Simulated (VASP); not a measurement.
A run of VASP 6.6.1 is set up as follows.

INCAR

```
PREC     = Accurate       # precision mode
ENCUT    = 520            # plane-wave cutoff, eV
EDIFF    = 1E-6           # SCF threshold, eV
ISMEAR   = -1             # smearing method
SIGMA    = 0.05           # smearing width, eV
LREAL    = False          # projectors in reciprocal space
LASPH    = True           # aspherical terms in the spheres
NELM     = 150            # most SCF steps
ALGO     = Normal         # electronic algorithm
ISIF     = 2              # what is computed and relaxed
LWAVE    = False          # write WAVECAR
LCHARG   = False          # write CHGCAR
ISPIN    = 2              # spin polarisation
MAGMOM   = 3 3 0 0 0 0    # initial moments
LORBIT   = 11             # projections on sites
LMAXMIX  = 4              # l up to which the mixer works
GGA      = PS             # functional
NBANDS   = 37             # bands
```

KPOINTS

```
Automatic mesh
0
Gamma
  5 5 8
```

File POSCAR:

```
CrO2
1.0
    4.4210000000      0.0000000000      0.0000000000
    0.0000000000      4.4210000000      0.0000000000
    0.0000000000      0.0000000000      2.9170000000
Cr O
2 4
Direct
    0.5000000000      0.5000000000      0.5000000000
    0.0000000000      0.0000000000      0.0000000000
    0.8010000000      0.1990000000      0.5000000000
    0.6990000000      0.6990000000      0.0000000000
    0.1990000000      0.8010000000      0.5000000000
    0.3010000000      0.3010000000      0.0000000000
```

Potentials or basis: VASP PAW PBE potentials, release 64 (Cr_pv, O).

Command:

```console
$ cat potpaw_PBE.64/Cr_pv/POTCAR potpaw_PBE.64/O/POTCAR > POTCAR
$ mpirun -np 1 vasp_std > vasp.out
```

(1) What does it give for the band gap on the k mesh?

(2) Predict the net moment.

(3) Estimate the site moments.

(4) What does it give for the largest force?

Answers

(1) zero (filled and empty bands overlap).

(2) 4.00 μB per cell.

(3) Cr +2.08; O -0.07 μB.

(4) 0.327 eV/Å.

Caveat: the cell stands under tension; the PAW data sets were made with another functional, which shifts forces and pressure a little; semilocal functionals often make such compounds metallic where correlation or magnetic order opens a gap, which also shifts bond lengths; the run started ferromagnetic, and an antiferromagnetic order may lie lower in energy.
